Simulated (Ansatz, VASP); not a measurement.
SiC: VASP beside Ansatz

```xyz
8
Lattice="3.0584 0.0000 0.0000 -1.5292 2.6487 0.0000 0.0000 0.0000 10.0121" Properties=species:S:1:pos:R:3 pbc="T T T"
Si    1.5292    0.8829    9.3898
Si    0.0000    1.7658    4.3837
Si    0.0000    0.0000    6.8874
Si    0.0000    0.0000    1.8813
C     1.5292    0.8829    7.5072
C     0.0000    1.7658    2.5011
C     0.0000    0.0000    5.0106
C     0.0000    0.0000    0.0045
```

Alike in both runs: task single point; functional LDA; k mesh 12 × 12 × 4; occupations gaussian, width 0.01 eV; no spin polarisation.

```csv
,VASP,Ansatz
version,VASP 6.6.1,Ansatz 0.2.0
potentials or method,"VASP PAW LDA potentials, release 64 (Si, C), cutoff 600 eV","scalar-relativistic, plane waves, PAW"
valence electrons in the cell,32,32
```

Ansatz gave:

```
gap on the k mesh at the Fermi level (eV) : 2.18
least direct gap on the mesh (eV)         : 3.31
pressure (GPa)                            : 0.0
```

Problem. Which values does VASP return?

Solution. gap on the k mesh at the Fermi level (eV): 2.17; least direct gap on the mesh (eV): 3.30; pressure (GPa): 0.2.

LDA's correlation is that of Perdew and Zunger in VASP and of Perdew and Wang (1992) in Ansatz.
